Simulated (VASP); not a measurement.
Wanted: the native input for a VASP 6.6.1 run.

* Task: single point
* Functional: LDA
* Potentials or basis: VASP PAW LDA potentials, release 64 (Ta_pv, N)
* Cutoff: 520 eV
* k mesh: 15 × 15 × 8
* Occupations: gaussian, width 0.15 eV
* Spin: no spin polarisation
* Dipole correction: no
* Further INCAR settings: ALGO = Normal; EDIFF = 1e-06; NBANDS = 20

The structure of Ta2N lies in POSCAR:

```
Ta2N
1.0
    3.0618406011      0.0000000000      0.0000000000
   -1.5309203006      2.6516317429      0.0000000000
    0.0000000000      0.0000000000      4.8987035653
Ta N
2 1
Direct
    0.6666666667      0.3333333333      0.7466885012
    0.3333333333      0.6666666667      0.2533114988
    0.0000000000      0.0000000000      0.0000000000
```

This cell differs from its parent crystal: engineering shear strain xy +0.0000, normal strain along z +0.0233.

These files were run (other wordings do the same):

INCAR

```
PREC = Accurate
ENCUT = 520
EDIFF = 1E-6
ISMEAR = 0
SIGMA = 0.15
LREAL = False
LASPH = True
NELM = 80
ALGO = Normal
ISIF = 2
LWAVE = False
LCHARG = False
GGA = CA
NBANDS = 20
```

KPOINTS

```
Automatic mesh
0
Gamma
  15 15 8
```

Potentials or basis: VASP PAW LDA potentials, release 64 (Ta_pv, N).

Launch:

```console
$ cat potpaw_LDA.64/Ta_pv/POTCAR potpaw_LDA.64/N/POTCAR > POTCAR
$ mpirun -np 1 vasp_std > vasp.out
```

It gave:

The pressure is -5.5 GPa. The largest force is 0.067 eV/Å and the band gap on the k mesh is zero (an odd number of electrons rules out a gap without spin polarisation).

Caveat: the cell differs from its parent crystal (engineering shear strain xy +0.0000, normal strain along z +0.0233); the cell stands under tension; spin-orbit coupling is left out, which moves the levels of the heavy elements.

Run time: 75 s on 1 thread of AMD EPYC 9R45 96-Core Processor (Zen 5), on a shared host, peak memory 0.22 GiB.
